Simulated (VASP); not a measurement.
# W (I4/mmm) in VASP: notebook

W is run at these levels: PBEsol; tasks: single point.

Everything below comes from runs of VASP 6.6.1. Logs are shortened: lines on timing, memory, paths and dates and some standing lists are left out, and cuts for length are marked.

## 1. The cell of the first run

The structure is tetragonal, space group I4/mmm (No. 139). Conventional cell: a = 3.195 Å, b = 3.195 Å, c = 3.035 Å, α = 90.00°, β = 90.00°, γ = 90.00°. W (site symmetry 4/mmm) has 14 W at 2.72 to 3.19 Å within 3.6 Å.

## 2. Single point, PBEsol (strain +0.000 along x and y, -0.050 along z)

INCAR reads:

```
SYSTEM = W
ALGO = Normal ; EDIFF = 1E-7
ENCUT = 520 ; GGA = PS
ISIF = 2 ; ISMEAR = 0
LASPH = .True. ; LCHARG = .False.
LREAL = .False. ; LWAVE = .False.
NBANDS = 13 ; NELM = 60
PREC = Accurate ; SIGMA = 0.15
```

KPOINTS reads:

```
k-points
0
Gamma
  20 20 20
  0 0 0
```

POSCAR reads:

```
W
1.0
   -1.5973000000      1.5973000000      1.5174350000
    1.5973000000     -1.5973000000      1.5174350000
    1.5973000000      1.5973000000     -1.5174350000
W
1
Direct
    0.0000000000      0.0000000000      0.0000000000
```

Potentials or basis: VASP PAW PBE potentials, release 64 (W_sv).

Launch:

```console
> cat potpaw_PBE.64/W_sv/POTCAR > POTCAR
> mpirun -np 1 vasp_std > vasp.out
```

OUTCAR:

```text
SYSTEM = W
   EDIFF = 1E-7
   ENCUT = 520
   GGA = PS
   ISIF = 2
   ISMEAR = 0
   LASPH = .True.
   LREAL = .False.
   NELM = 60
   PREC = Accurate

 ion  position               nearest neighbor table
   1  0.000  0.000  0.000-

  LATTYP: Found a body centered tetragonal cell.
 ALAT       =     3.1946000000
 C/A-ratio  =     0.9500000000

  Lattice vectors:

 A1 = (  -1.5973000000,   1.5973000000,   1.5174350000)
 A2 = (   1.5973000000,  -1.5973000000,   1.5174350000)
 A3 = (   1.5973000000,   1.5973000000,  -1.5174350000)

Analysis of symmetry for initial positions (statically):
=====================================================================
 Subroutine PRICEL returns:
 Original cell was already a primitive cell.

 Routine SETGRP: Setting up the symmetry group for a
 body centered tetragonal supercell.

 Subroutine GETGRP returns: Found 16 space group operations
 (whereof 16 operations were pure point group operations)
 out of a pool of 16 trial point group operations.

The static configuration has the point symmetry D_4h.

Analysis of symmetry for dynamics (positions and initial velocities):
=====================================================================
 Subroutine PRICEL returns:
 Original cell was already a primitive cell.

 Routine SETGRP: Setting up the symmetry group for a
 body centered tetragonal supercell.

 Subroutine GETGRP returns: Found 16 space group operations
 (whereof 16 operations were pure point group operations)
 out of a pool of 16 trial point group operations.

The dynamic configuration has the point symmetry D_4h.

 Subroutine INISYM returns: Found 16 space group operations
 (whereof 16 operations are pure point group operations),
 and found     1 'primitive' translations

----------------------------------------------------------------------------------------

                                     Primitive cell

  volume of cell :      15.4861

  direct lattice vectors                    reciprocal lattice vectors
    -1.597300000  1.597300000  1.517435000     0.000000000  0.313028235  0.329503405
     1.597300000 -1.597300000  1.517435000     0.313028235  0.000000000  0.329503405
     1.597300000  1.597300000 -1.517435000     0.313028235  0.313028235  0.000000000

  length of vectors
     2.721276090  2.721276090  2.721276090     0.454487811  0.454487811  0.442688776

  position of ions in fractional coordinates (direct lattice)
     0.000000000  0.000000000  0.000000000

  ion indices of the primitive-cell ions
   primitive index   ion index
                 1           1

----------------------------------------------------------------------------------------

 KPOINTS: k-points

Automatic generation of k-mesh.
 Grid dimensions read from file:
 generate k-points for:   20   20   20

 Generating k-lattice:

  Cartesian coordinates                     Fractional coordinates (reciprocal lattice)
     0.000000000  0.015651412  0.016475170     0.050000000  0.000000000 -0.000000000
     0.015651412  0.000000000  0.016475170     0.000000000  0.050000000 -0.000000000
     0.015651412  0.015651412  0.000000000     0.000000000  0.000000000  0.050000000

  Length of vectors
     0.022724391  0.022724391  0.022134439

  Shift w.r.t. Gamma in fractional coordinates (k-lattice)
     0.000000000  0.000000000  0.000000000

 Subroutine IBZKPT returns following result:
 ===========================================

 Found    641 irreducible k-points:

 Following reciprocal coordinates:
            Coordinates               Weight
  0.000000  0.000000  0.000000      1.000000
  0.050000 -0.000000  0.000000      8.000000
  0.100000 -0.000000  0.000000      8.000000
  0.150000  0.000000  0.000000      8.000000
  0.200000 -0.000000  0.000000      8.000000
  0.250000 -0.000000  0.000000      8.000000
[... 16 lines left out ...]
 -0.400000  0.050000 -0.000000     16.000000
 -0.350000  0.050000 -0.000000     16.000000
 [... further k-points ...]
   k-points           NKPTS =    641   k-points in BZ     NKDIM =    641   number of bands    NBANDS=     13
   number of dos      NEDOS =    301   number of ions     NIONS =      1
   total plane-waves  NPLWV =   8000
   dimension x,y,z NGX =    20 NGY =   20 NGZ =   20
   dimension x,y,z NGXF=    40 NGYF=   40 NGZF=   40
   ions per type =               1
   NGX,Y,Z   is equivalent  to a cutoff of  12.22, 12.22, 12.22 a.u.
   NGXF,Y,Z  is equivalent  to a cutoff of  24.44, 24.44, 24.44 a.u.
 SYSTEM =  W
   PREC   = accura    normal or accurate (medium, high low for compatibility)
   ISTART =      0    job   : 0-new  1-cont  2-samecut
   ICHARG =      2    charge: 1-file 2-atom 10-const
   ISPIN  =      1    spin polarized calculation?
   LNONCOLLINEAR =      F non collinear calculations
   LSORBIT =      F    spin-orbit coupling
   LASPH  =      T    aspherical Exc in radial PAW
   ENCUT  =  520.0 eV  38.22 Ry    6.18 a.u.   5.06  5.06  5.06*2*pi/ulx,y,z
   NELM   =     60;   NELMIN=  2; NELMDL= -5     # of ELM steps
   EDIFF  = 0.1E-06   stopping-criterion for ELM
   LREAL  =      F    real-space projection
   EDIFFG = 0.1E-05   stopping-criterion for IOM
   NSW    =      0    number of steps for IOM
   IBRION =     -1    ionic relax: 0-MD 1-quasi-New 2-CG
   NFREE  =      0    steps in history (QN), initial steepest desc. (CG)
   ISIF   =      2    stress and relaxation
   ISYM   =      2    0-nonsym 1-usesym 2-fastsym
   POTIM  = 0.5000    time-step for ionic-motion
   TEBEG  =    0.0;   TEEND  =   0.0 temperature during run
   PSTRESS=    0.0 pullay stress
   NELECT =      14.0000    total number of electrons
   NUPDOWN=      -1.0000    fix difference up-down
   EMIN   =  10.00;   EMAX   =-10.00  energy-range for DOS
   EFERMI =   0.00;   METHOD = LEGACY
   ISMEAR =     0;   SIGMA  =   0.15  broadening in eV -4-tet -1-fermi 0-gaus
   EFERMI_NEDOS =   21; number of points for ismear=-14 and -15
   IALGO  =     38    algorithm
   IMIX   =      4    mixing-type and parameters
     AMIX     =   0.40;   BMIX     =  1.00
     AMIX_MAG =   1.60;   BMIX_MAG =  1.00
  volume/ion in A,a.u.               =      15.49       104.51
  Fermi-wavevector in a.u.,A,eV,Ry     =   1.582960  2.991360 34.092948  2.505761
  Thomas-Fermi vector in A             =   2.682803
   LORBIT       =      0    0 simple, 1 ext, 2 COOP (PROOUT), +10 PAW based schemes
   GGA     = PS    functional components
   LHFCALC =     F    Hartree Fock is set to
   AEXX    =    0.0000 exact exchange contribution
   IVDW    =     0    specifies the selected vdW correction
   LEPSILON=     F    determine dielectric tensor
   LRPA    =     F    only Hartree local field effects (RPA)
 non-spin polarized calculation
 Gauss-broadening in eV      SIGMA  =   0.15
  energy-cutoff  :      520.00
  volume of cell :       15.49
 maximum number of plane-waves:       430
   NGX = 11   NGY = 11   NGZ = 11

 number of electron      13.9999999 magnetization

 Free energy of the ion-electron system (eV)
  ---------------------------------------------------
  ext. energy  EPLUGINS =         0.00000000
  ---------------------------------------------------
  free energy    TOTEN  =       -13.77513422 eV

  energy without entropy =      -13.77007494  energy(sigma->0) =      -13.77260458

 E-fermi :  11.6446     XC(G=0): -13.8932

 val. band max:       11.6442409725   @ k =  -0.1500   0.1500   0.0000
 cond. band min:      11.6449788098   @ k =  -0.2000   0.3000   0.1500
 fundamental gap:      0.0007378372
 Fermi energy:        11.6446053781

 k-point     1 :       0.0000    0.0000    0.0000
  band No.  band energies     occupation
      1     -62.4996      2.00000
      2     -26.0322      2.00000
      3     -26.0322      2.00000
      4     -25.9999      2.00000
      5       1.8332      2.00000
      6       9.8854      2.00000
      7      10.6105      2.00000
      8      10.6105      2.00000
      9      13.3864      0.00000
     10      14.3647      0.00000
     11      25.9000      0.00000
     12      25.9000      0.00000
     13      26.9323      0.00000

 k-point     2 :       0.0500   -0.0000    0.0000
  band No.  band energies     occupation
      1     -62.4959      2.00000
      2     -26.0587      2.00000
      3     -26.0441      2.00000
      4     -26.0116      2.00000
      5       1.9613      2.00000
      6       9.9017      2.00000
      7      10.5842      2.00000
      8      10.6325      2.00000
      9      13.3716      0.00000
     10      14.2596      0.00000
     11      26.1218      0.00000
     12      26.1251      0.00000
     13      27.1300      0.00000

 k-point     3 :       0.1000   -0.0000    0.0000
  band No.  band energies     occupation
      1     -62.4852      2.00000
      2     -26.1613      2.00000
      3     -26.0785      2.00000
      4     -26.0187      2.00000
      5       2.3336      2.00000
      6       9.8221      2.00000
      7      10.4831      2.00000
      8      10.8410      2.00000
      9      13.3304      0.00000
     10      14.0456      0.00000
     11      26.6225      0.00000
     12      26.7686      0.00000
     13      27.7390      0.00000
[... 305 lines left out ...]
 k-point    23 :      -0.4000    0.0500   -0.0000
  band No.  band energies     occupation
      1     -62.3689      2.00000
      2     -27.2122      2.00000
      3     -26.4402      2.00000
      4     -26.0592      2.00000
      5       5.3149      2.00000
      6       8.0332      2.00000
      7      10.6797      2.00000
      8      13.9831      0.00000
      9      14.6512      0.00000
     10      16.2966      0.00000
     11      24.0791      0.00000
     12      25.7096      0.00000
     13      30.7609      0.00000

 k-point    24 :      -0.3500    0.0500   -0.0000
  band No.  band energies     occupation
      1     -62.3882      2.00000
      2     -27.0488      2.00000
      3     -26.3800      2.00000
      4     -26.0533      2.00000
      5       5.1647      2.00000
      6       8.3015      2.00000
      7       9.9768      2.00000
      8      13.8031      0.00000
      9      14.3401      0.00000
     10      15.0880      0.00000
     11      24.9845      0.00000
     12      27.2591      0.00000
     13      32.3793      0.00000

 [... further k-points ...]
[... 5 lines left out ...]
  --------------------------------------------------------------------------------------
  -------------------------------------------------------------------------------------
  Total       -0.0814331     -0.0814331      1.7653142      0.0000000     -0.0000000     -0.0000000
  in kB       -8.4249672     -8.4249672    182.6373159      0.0000000     -0.0000000     -0.0000000
  external PRESSURE =      55.2624605 kB  Pullay stress =       0.0000000 kB

 VOLUME and BASIS-vectors are now :
 -----------------------------------------------------------------------------
  energy-cutoff  :      520.00
  volume of cell :       15.49
      direct lattice vectors                 reciprocal lattice vectors
    -1.597300000  1.597300000  1.517435000     0.000000000  0.313028235  0.329503405
     1.597300000 -1.597300000  1.517435000     0.313028235  0.000000000  0.329503405
     1.597300000  1.597300000 -1.517435000     0.313028235  0.313028235  0.000000000

 POSITION                                       TOTAL-FORCE (eV/Angst)
 -----------------------------------------------------------------------------------
      0.00000      0.00000      0.00000         0.000000     -0.000000     -0.000000
 -----------------------------------------------------------------------------------
    total drift:                                0.000000     -0.000000      0.000000

  FREE ENERGIE OF THE ION-ELECTRON SYSTEM (eV)
  ---------------------------------------------------
  free  energy   TOTEN  =       -13.7751342232 eV

  energy  without entropy=      -13.7700749426  energy(sigma->0) =      -13.77260458
```

Run time: 35 s. Hardware: 1 thread of Intel Xeon 6975P-C (Granite Rapids), shared host; peak memory 0.22 GiB.

Results:

```
Free energy            : -13.7751 eV
Pressure               : 5.5 GPa
Band gap on the k mesh : zero (band 7 reaches 16.90 eV, above the bottom of band 8 at 10.38 eV)
```

Stress tensor (GPa, compression positive):
```
-0.84  0.00  0.00
 0.00 -0.84  0.00
 0.00  0.00 18.26
```

Caveat: the cell differs from its parent crystal (strain +0.000 along x and y, -0.050 along z); the PAW data sets were made with another functional, which shifts forces and pressure a little; spin-orbit coupling is left out, which moves the levels of the heavy elements.

## 3. Single point, PBEsol (strain -0.025 along x and y, +0.000 along z)

INCAR reads:

```
  PREC = Accurate
  ENCUT = 520
  EDIFF = 1E-6
  ISMEAR = 0
  SIGMA = 0.15
  LREAL = False
  LASPH = True
  NELM = 60
  ALGO = Normal
  ISIF = 2
  LWAVE = False
  LCHARG = True
  GGA = PS
  LELF = True
  LVHAR = True
  NBANDS = 13
```

KPOINTS reads:

```
Automatic mesh
0
Gamma
  20 20 20
```

POSCAR reads:

```
W
1.0
   -1.5573675000      1.5573675000      1.5973000000
    1.5573675000     -1.5573675000      1.5973000000
    1.5573675000      1.5573675000     -1.5973000000
W
1
Direct
    0.0000000000      0.0000000000      0.0000000000
```

Potentials or basis: VASP PAW PBE potentials, release 64 (W_sv).

Launch:

```console
> cat potpaw_PBE.64/W_sv/POTCAR > POTCAR
> mpirun -np 1 vasp_std > vasp.out
```

Run time: 33 s. Hardware: 1 thread of Intel Xeon 6975P-C (Granite Rapids), shared host; peak memory 0.23 GiB.

Results (log left out):

```yaml
Free_energy: -13.7998 eV
Pressure: 4.9 GPa
Band_gap_on_the_k_mesh: zero (band 7 reaches 16.87 eV, above the bottom of band 8 at 10.52 eV)
```

Stress tensor (GPa, compression positive):
```
 7.98  0.00  0.00
 0.00  7.98  0.00
 0.00  0.00 -1.11
```

Levels at points of the mesh, in eV from the Fermi level:
| k point | band 5 | band 6 | band 7 | band 8 | band 9 | band 10 |
| --- | --- | --- | --- | --- | --- | --- |
| (0.00, 0.00, 0.00) | -9.81 | -1.42 | -1.42 | -1.08 | 2.02 | 2.48 |
| (0.50, 0.00, 0.00) | -6.47 | -3.60 | 0.68 | 1.96 | 3.15 | 6.30 |
| (0.50, 0.50, 0.00) | -6.47 | -3.95 | 0.88 | 2.47 | 3.33 | 6.39 |
| (0.50, 0.50, 0.50) | -6.11 | -6.03 | 5.23 | 5.35 | 5.35 | 7.95 |

Caveat: the cell differs from its parent crystal (strain -0.025 along x and y, +0.000 along z); the PAW data sets were made with another functional, which shifts forces and pressure a little; spin-orbit coupling is left out, which moves the levels of the heavy elements.

## 4. Single point, PBEsol (strain +0.000 along x and y, -0.025 along z)

INCAR reads:

```
  PREC = Accurate
  ENCUT = 520
  EDIFF = 1E-6
  ISMEAR = 0
  SIGMA = 0.15
  LREAL = F
  LASPH = T
  NELM = 80
  ALGO = Normal
  ISIF = 2
  LWAVE = F
  LCHARG = F
  GGA = PS
  NBANDS = 13
```

KPOINTS is that of step 3.

POSCAR reads:

```
W
1.0
   -1.5973000000      1.5973000000      1.5573675000
    1.5973000000     -1.5973000000      1.5573675000
    1.5973000000      1.5973000000     -1.5573675000
W
1
Direct
    0.0000000000      0.0000000000      0.0000000000
```

Launch:

```console
> cat potpaw_PBE.64/W_sv/POTCAR > POTCAR
> mpirun -np 1 vasp_std > vasp.out
```

Wall time 32 s (1 thread of Intel Xeon 6975P-C (Granite Rapids), shared host); peak memory 0.23 GiB.

Results (log left out):

```
Free energy            : -13.8015 eV
Pressure               : -3.4 GPa
Band gap on the k mesh : zero (band 7 reaches 16.36 eV, above the bottom of band 8 at 10.08 eV)
```

Stress tensor (GPa, compression positive):
```
-6.38  0.00  0.00
 0.00 -6.38  0.00
 0.00  0.00  2.64
```

Levels at points of the mesh, in eV from the Fermi level:
| k point | band 3 | band 4 | band 5 | band 6 | band 7 | band 8 | band 9 | band 10 | band 11 | band 12 |
| --- | --- | --- | --- | --- | --- | --- | --- | --- | --- | --- |
| (0.00, 0.00, 0.00) | -37.75 | -37.74 | -9.67 | -1.48 | -1.14 | -1.14 | 1.96 | 2.42 | 14.35 | 14.35 |
| (0.50, 0.00, 0.00) | -38.18 | -37.76 | -6.30 | -3.71 | 0.73 | 2.18 | 3.21 | 6.12 | 11.06 | 11.43 |
| (0.50, 0.50, 0.00) | -38.14 | -37.74 | -6.31 | -3.36 | 0.52 | 1.79 | 2.91 | 6.06 | 10.86 | 11.55 |
| (0.50, 0.50, 0.50) | -38.67 | -38.59 | -5.90 | -5.83 | 5.09 | 5.09 | 5.20 | 7.97 | 7.97 | 8.66 |

Caveat: the cell differs from its parent crystal (strain +0.000 along x and y, -0.025 along z); the PAW data sets were made with another functional, which shifts forces and pressure a little; spin-orbit coupling is left out, which moves the levels of the heavy elements.

## 5. Summary

```tsv
cell	gap on the mesh (eV)	pressure (GPa)
a = 2.721 Å, angles 108.1, 108.1, 112.2°, 1 atom	none	5.5
a = 2.721 Å, angles 110.2, 110.2, 108.1°, 1 atom	none	4.9
a = 2.744 Å, angles 108.8, 108.8, 110.8°, 1 atom	none	-3.4
```

Alike in all rows: task single point; level PBEsol; potentials or basis VASP PAW PBE potentials, release 64 (W_sv); no spin polarisation; k mesh 20 × 20 × 20; cutoff (eV) 520; smearing gaussian 0.15 eV.

Caveats: the PAW data sets were made with another functional, which shifts forces and pressure a little; spin-orbit coupling is left out, which moves the levels of the heavy elements.

Total energies depend on the potentials used, so only differences within one code and one set of settings carry meaning.
